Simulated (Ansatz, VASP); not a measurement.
## Zn4Se3S in VASP and in Ansatz

```
Zn Se S
1.0
     4.00154    0.00000    0.00000
     0.00000    8.00889    0.00000
     0.00000    0.00000    5.65693
Zn Se S
4 3 1
Direct
  0.00000 0.74071 0.99347
  0.50000 0.50000 0.51769
  0.00000 0.25929 0.99347
  0.50000 0.00000 0.49475
  0.50000 0.74483 0.25012
  0.50000 0.25517 0.25012
  0.00000 0.00000 0.75089
  0.00000 0.50000 0.74947
```

Alike in both runs: task single point; functional PBE; k mesh 8 × 4 × 6; occupations gaussian, width 0.02 eV; no spin polarisation.

|  | VASP | Ansatz |
| --- | --- | --- |
| version | VASP 6.6.1 | Ansatz 0.2.0 |
| potentials or method | VASP PAW PBE potentials, release 64 (Zn, Se, S), cutoff 520 eV | scalar-relativistic, plane waves, PAW |
| valence electrons in the cell | 72 | 102 |

```csv
,VASP,Ansatz,Ansatz less VASP
gap on the k mesh at the Fermi level (eV),1.28,1.28,-0.001
least direct gap on the mesh (eV),1.28,1.28,-0.001
```

The functional is the same, so the differences come from potentials, cutoffs and numerics. VASP's potentials hold 72 valence electrons a cell and Ansatz's 102, so a difference there can come from the potentials and not from the codes.
